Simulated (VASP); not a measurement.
# PtSe2 (P-3m1) in VASP: a series of runs

Runs on PtSe2. Level: PBE. Tasks: single point, relaxation of cell and atoms.

Everything below comes from runs of VASP 6.6.1. Logs are shortened: lines on timing, memory, paths and dates and some standing lists are left out, and cuts for length are marked.

### 1 The cell of the first run

It takes space group P-3m1 (No. 164, trigonal). Conventional cell: a = 3.752 Å, b = 3.752 Å, c = 6.522 Å, α = 90.00°, β = 90.00°, γ = 120.00°. Pt (site symmetry -3m) has 6 Se at 2.53 Å within 3.3 Å. Within 3.4 Å of Se (site symmetry 3m) lie 3 Pt at 2.53 Å and 3 Se at 3.39 Å.

### 2 Single point, PBE

INCAR reads:

```
  ALGO = Normal
  EDIFF = 1E-6
  ENCUT = 520
  GGA = PE
  ISIF = 2
  ISMEAR = 0
  LASPH = True
  LCHARG = True
  LELF = True
  LREAL = False
  LVHAR = True
  LWAVE = False
  NBANDS = 18
  NELM = 60
  PREC = Accurate
  SIGMA = 0.02
```

KPOINTS reads:

```
k-points
0
Gamma
  14 14 10
```

POSCAR reads:

```
PtSe2
1.0
    3.7515407336      0.0000000000      0.0000000000
   -1.8757703668      3.2489295786      0.0000000000
    0.0000000000      0.0000000000      6.5223392812
Pt Se
1 2
Direct
    0.0000000000      0.0000000000      0.0000000000
    0.3333333333      0.6666666667      0.2003404992
    0.6666666667      0.3333333333      0.7996595008
```

Potentials or basis: VASP PAW PBE potentials, release 64 (Pt, Se).

The run is started by

```console
> cat potpaw_PBE.64/Pt/POTCAR potpaw_PBE.64/Se/POTCAR > POTCAR
> mpirun -np 1 vasp_std > vasp.out
```

OUTCAR:

```text
EDIFF = 1E-6
   ENCUT = 520
   GGA = PE
   ISIF = 2
   ISMEAR = 0
   LASPH = True
   LREAL = False
   NELM = 60
   PREC = Accurate

 ion  position               nearest neighbor table
   1  0.000  0.000  0.000-   2 2.53   3 2.53   2 2.53   3 2.53   3 2.53   2 2.53
   2  0.333  0.667  0.200-   1 2.53   1 2.53   1 2.53
   3  0.667  0.333  0.800-   1 2.53   1 2.53   1 2.53

  LATTYP: Found a hexagonal cell.
 ALAT       =     3.7515407336
 C/A-ratio  =     1.7385761596

  Lattice vectors:

 A1 = (   3.7515407336,   0.0000000000,   0.0000000000)
 A2 = (  -1.8757703668,   3.2489295786,   0.0000000000)
 A3 = (   0.0000000000,   0.0000000000,   6.5223392812)

Analysis of symmetry for initial positions (statically):
=====================================================================
 Subroutine PRICEL returns:
 Original cell was already a primitive cell.

 Routine SETGRP: Setting up the symmetry group for a
 hexagonal supercell.

 Subroutine GETGRP returns: Found 12 space group operations
 (whereof 12 operations were pure point group operations)
 out of a pool of 24 trial point group operations.

The static configuration has the point symmetry D_3d.

Analysis of symmetry for dynamics (positions and initial velocities):
=====================================================================
 Subroutine PRICEL returns:
 Original cell was already a primitive cell.

 Routine SETGRP: Setting up the symmetry group for a
 hexagonal supercell.

 Subroutine GETGRP returns: Found 12 space group operations
 (whereof 12 operations were pure point group operations)
 out of a pool of 24 trial point group operations.

The dynamic configuration has the point symmetry D_3d.

 Subroutine INISYM returns: Found 12 space group operations
 (whereof 12 operations are pure point group operations),
 and found     1 'primitive' translations

----------------------------------------------------------------------------------------

                                     Primitive cell

  volume of cell :      79.4975

  direct lattice vectors                    reciprocal lattice vectors
     3.751540734  0.000000000  0.000000000     0.266557148  0.153896841  0.000000000
    -1.875770367  3.248929579  0.000000000     0.000000000  0.307793683  0.000000000
     0.000000000  0.000000000  6.522339281     0.000000000  0.000000000  0.153319224

  length of vectors
     3.751540734  3.751540734  6.522339281     0.307793683  0.307793683  0.153319224

  position of ions in fractional coordinates (direct lattice)
     0.000000000  0.000000000  0.000000000
     0.333333333  0.666666667  0.200340499
     0.666666667  0.333333333  0.799659501

  ion indices of the primitive-cell ions
   primitive index   ion index
                 1           1
                 2           2
                 3           3

----------------------------------------------------------------------------------------

 KPOINTS: k-points

Automatic generation of k-mesh.
 Grid dimensions read from file:
 generate k-points for:   14   14   10

 Generating k-lattice:

  Cartesian coordinates                     Fractional coordinates (reciprocal lattice)
     0.019039796  0.010992632  0.000000000     0.071428571  0.000000000  0.000000000
     0.000000000  0.021985263  0.000000000     0.000000000  0.071428571  0.000000000
     0.000000000  0.000000000  0.015331922     0.000000000  0.000000000  0.100000000

  Length of vectors
     0.021985263  0.021985263  0.015331922

  Shift w.r.t. Gamma in fractional coordinates (k-lattice)
     0.000000000  0.000000000  0.000000000

 Subroutine IBZKPT returns following result:
 ===========================================

 Found    208 irreducible k-points:

 Following reciprocal coordinates:
            Coordinates               Weight
  0.000000  0.000000  0.000000      1.000000
  0.071429  0.000000  0.000000      6.000000
  0.142857  0.000000  0.000000      6.000000
  0.214286  0.000000  0.000000      6.000000
  0.285714  0.000000  0.000000      6.000000
  0.357143  0.000000  0.000000      6.000000
[... 16 lines left out ...]
  0.285714  0.285714  0.000000      6.000000
  0.357143  0.285714  0.000000      6.000000
 [... further k-points ...]
   k-points           NKPTS =    208   k-points in BZ     NKDIM =    208   number of bands    NBANDS=     18
   number of dos      NEDOS =    301   number of ions     NIONS =      3
   total plane-waves  NPLWV =  39200
   dimension x,y,z NGX =    28 NGY =   28 NGZ =   50
   dimension x,y,z NGXF=    56 NGYF=   56 NGZF=  100
   ions per type =               1   2
   NGX,Y,Z   is equivalent  to a cutoff of  12.41, 12.41, 12.74 a.u.
   NGXF,Y,Z  is equivalent  to a cutoff of  24.82, 24.82, 25.49 a.u.
 SYSTEM =  unknown system
   PREC   = accura    normal or accurate (medium, high low for compatibility)
   ISTART =      0    job   : 0-new  1-cont  2-samecut
   ICHARG =      2    charge: 1-file 2-atom 10-const
   ISPIN  =      1    spin polarized calculation?
   LNONCOLLINEAR =      F non collinear calculations
   LSORBIT =      F    spin-orbit coupling
   LASPH  =      T    aspherical Exc in radial PAW
   ENCUT  =  520.0 eV  38.22 Ry    6.18 a.u.   6.98  6.98 12.13*2*pi/ulx,y,z
   NELM   =     60;   NELMIN=  2; NELMDL= -5     # of ELM steps
   EDIFF  = 0.1E-05   stopping-criterion for ELM
   LREAL  =      F    real-space projection
[... 7 lines left out ...]
   TEBEG  =    0.0;   TEEND  =   0.0 temperature during run
   PSTRESS=    0.0 pullay stress
   NELECT =      22.0000    total number of electrons
   NUPDOWN=      -1.0000    fix difference up-down
   EMIN   =  10.00;   EMAX   =-10.00  energy-range for DOS
   EFERMI =   0.00;   METHOD = LEGACY
   ISMEAR =     0;   SIGMA  =   0.02  broadening in eV -4-tet -1-fermi 0-gaus
   EFERMI_NEDOS =   21; number of points for ismear=-14 and -15
   IALGO  =     38    algorithm
   IMIX   =      4    mixing-type and parameters
     AMIX     =   0.40;   BMIX     =  1.00
     AMIX_MAG =   1.60;   BMIX_MAG =  1.00
  volume/ion in A,a.u.               =      26.50       178.83
  Fermi-wavevector in a.u.,A,eV,Ry     =   1.066837  2.016029 15.485342  1.138141
  Thomas-Fermi vector in A             =   2.202434
   LORBIT       =      0    0 simple, 1 ext, 2 COOP (PROOUT), +10 PAW based schemes
   GGA     = PE    functional components
   LHFCALC =     F    Hartree Fock is set to
   AEXX    =    0.0000 exact exchange contribution
   IVDW    =     0    specifies the selected vdW correction
   LEPSILON=     F    determine dielectric tensor
   LRPA    =     F    only Hartree local field effects (RPA)
 non-spin polarized calculation
 Gauss-broadening in eV      SIGMA  =   0.02
  energy-cutoff  :      520.00
  volume of cell :       79.50
 maximum number of plane-waves:      2162
   NGX = 13   NGY = 13   NGZ = 25

 number of electron      21.9999997 magnetization

 Free energy of the ion-electron system (eV)
  ---------------------------------------------------
  ext. energy  EPLUGINS =         0.00000000
  ---------------------------------------------------
  free energy    TOTEN  =       -14.30311819 eV

  energy without entropy =      -14.30311819  energy(sigma->0) =      -14.30311819

 E-fermi :   3.1868     XC(G=0):  -8.9688

 val. band max:        3.0379674067   @ k =  -0.0714   0.2143   0.1000
 cond. band min:       3.9534159071   @ k =   0.0000   0.2857   0.3000
 fundamental gap:      0.9154485004
 Fermi energy:         3.1868352866

 k-point     1 :       0.0000    0.0000    0.0000
  band No.  band energies     occupation
      1     -11.1642      2.00000
      2      -9.3318      2.00000
      3      -2.3660      2.00000
      4      -2.2455      2.00000
      5      -2.2455      2.00000
      6      -0.0096      2.00000
[... 10 lines left out ...]
     17      11.1353      0.00000
     18      12.0845      0.00000

 k-point     2 :       0.0714    0.0000    0.0000
  band No.  band energies     occupation
      1     -11.1111      2.00000
      2      -9.3377      2.00000
      3      -2.3116      2.00000
      4      -2.2441      2.00000
      5      -2.2124      2.00000
      6      -0.0830      2.00000
[... 10 lines left out ...]
     17      11.3442      0.00000
     18      12.2734      0.00000

 k-point     3 :       0.1429    0.0000    0.0000
  band No.  band energies     occupation
      1     -10.9566      2.00000
      2      -9.3551      2.00000
      3      -2.2465      2.00000
      4      -2.1380      2.00000
      5      -2.1205      2.00000
      6      -0.3448      2.00000
[... 10 lines left out ...]
     17      11.8828      0.00000
     18      12.4429      0.00000

 k-point     4 :       0.2143    0.0000    0.0000
  band No.  band energies     occupation
      1     -10.7162      2.00000
      2      -9.3828      2.00000
      3      -2.2204      2.00000
      4      -1.9948      2.00000
      5      -1.8956      2.00000
      6      -0.8264      2.00000
[... 10 lines left out ...]
     17      12.1796      0.00000
     18      12.4629      0.00000

 k-point     5 :       0.2857    0.0000    0.0000
  band No.  band energies     occupation
      1     -10.4185      2.00000
      2      -9.4189      2.00000
      3      -2.2671      2.00000
      4      -1.8771      2.00000
      5      -1.7091      2.00000
      6      -1.1751      2.00000
[... 10 lines left out ...]
     17      12.2914      0.00000
     18      12.5761      0.00000

 k-point     6 :       0.3571    0.0000    0.0000
  band No.  band energies     occupation
      1     -10.1084      2.00000
      2      -9.4625      2.00000
      3      -2.6342      2.00000
      4      -1.8055      2.00000
      5      -1.5903      2.00000
      6      -0.9782      2.00000
[... 307 lines left out ...]
 k-point    21 :       0.2857    0.2143    0.0000
  band No.  band energies     occupation
      1      -9.7972      2.00000
      2      -9.4931      2.00000
      3      -2.5693      2.00000
      4      -1.9208      2.00000
      5      -1.5046      2.00000
      6      -0.8115      2.00000
[... 10 lines left out ...]
     17      11.5406      0.00000
     18      12.2986      0.00000

 k-point    22 :       0.3571    0.2143    0.0000
  band No.  band energies     occupation
      1      -9.6292      2.00000
      2      -9.5357      2.00000
      3      -2.7509      2.00000
      4      -1.9547      2.00000
      5      -1.4126      2.00000
      6      -0.6943      2.00000
[... 10 lines left out ...]
     17      12.0434      0.00000
     18      12.6353      0.00000

 k-point    23 :       0.2857    0.2857    0.0000
  band No.  band energies     occupation
      1      -9.6320      2.00000
      2      -9.5154      2.00000
      3      -2.5594      2.00000
      4      -1.9309      2.00000
      5      -1.7471      2.00000
      6      -0.7175      2.00000
[... 10 lines left out ...]
     17      12.1198      0.00000
     18      12.3062      0.00000

 k-point    24 :       0.3571    0.2857    0.0000
  band No.  band energies     occupation
      1      -9.5492      2.00000
      2      -9.5446      2.00000
      3      -2.5240      2.00000
      4      -1.9874      2.00000
      5      -1.8407      2.00000
      6      -0.6512      2.00000
[... 10 lines left out ...]
     17      12.1693      0.00000
     18      12.5931      0.00000

 [... further k-points ...]
[... 5 lines left out ...]
  --------------------------------------------------------------------------------------
  -------------------------------------------------------------------------------------
  Total       -0.0212636     -0.0212636     -0.0134672      0.0000000     -0.0000000      0.0000000
  in kB       -0.4285430     -0.4285430     -0.2714160      0.0000000     -0.0000000      0.0000000
  external PRESSURE =      -0.3761673 kB  Pullay stress =       0.0000000 kB

 VOLUME and BASIS-vectors are now :
 -----------------------------------------------------------------------------
  energy-cutoff  :      520.00
  volume of cell :       79.50
      direct lattice vectors                 reciprocal lattice vectors
     3.751540734  0.000000000  0.000000000     0.266557148  0.153896841  0.000000000
    -1.875770367  3.248929579  0.000000000     0.000000000  0.307793683  0.000000000
     0.000000000  0.000000000  6.522339281     0.000000000  0.000000000  0.153319224

 POSITION                                       TOTAL-FORCE (eV/Angst)
 -----------------------------------------------------------------------------------
      0.00000      0.00000      0.00000         0.000000      0.000000      0.000000
     -0.00000      2.16595      1.30669        -0.000000      0.000000     -0.002095
      1.87577      1.08298      5.21565         0.000000     -0.000000      0.002095
 -----------------------------------------------------------------------------------
    total drift:                               -0.000000     -0.000000      0.000000

  FREE ENERGIE OF THE ION-ELECTRON SYSTEM (eV)
  ---------------------------------------------------
  free  energy   TOTEN  =       -14.3031181888 eV

  energy  without entropy=      -14.3031181888  energy(sigma->0) =      -14.30311819
```

It took 5.3 min on 1 thread of Intel Xeon Platinum 8488C (Sapphire Rapids), shared host; peak memory 0.42 GiB.

Results:

- Free energy: -14.3031 eV
- Pressure: 0.0 GPa
- Band gap on the k mesh: 0.92 eV (least direct gap 1.06 eV)

Forces on the atoms (eV/Å):
```
Pt   0.000  0.000  0.000
Se   0.000  0.000 -0.002
Se   0.000  0.000  0.002
```

Levels at points of the mesh, in eV from the valence-band top:
| k point | band 7 | band 8 | band 9 | band 10 | band 11 | band 12 | band 13 | band 14 | band 15 | band 16 |
| --- | --- | --- | --- | --- | --- | --- | --- | --- | --- | --- |
| (0.00, 0.00, 0.00) | -3.05 | -1.61 | -0.28 | -0.28 | -0.24 | 2.62 | 2.62 | 4.16 | 5.19 | 8.10 |
| (0.50, 0.00, 0.00) | -2.54 | -2.50 | -2.16 | -2.11 | -1.86 | 1.94 | 2.50 | 4.65 | 6.04 | 7.92 |
| (0.00, 0.00, 0.50) | -3.05 | -1.34 | -1.31 | -0.31 | -0.31 | 2.69 | 2.69 | 5.26 | 5.81 | 7.25 |
| (0.50, 0.00, 0.50) | -2.54 | -2.54 | -2.22 | -2.05 | -1.39 | 2.14 | 2.34 | 4.38 | 5.71 | 7.28 |

Caveat: spin-orbit coupling is left out, which moves the levels of the heavy elements; this functional lacks dispersion, which binds layers or chains, so the pressure and a relaxed spacing across them are unreliable.

(Continued in part 2 of 2.)
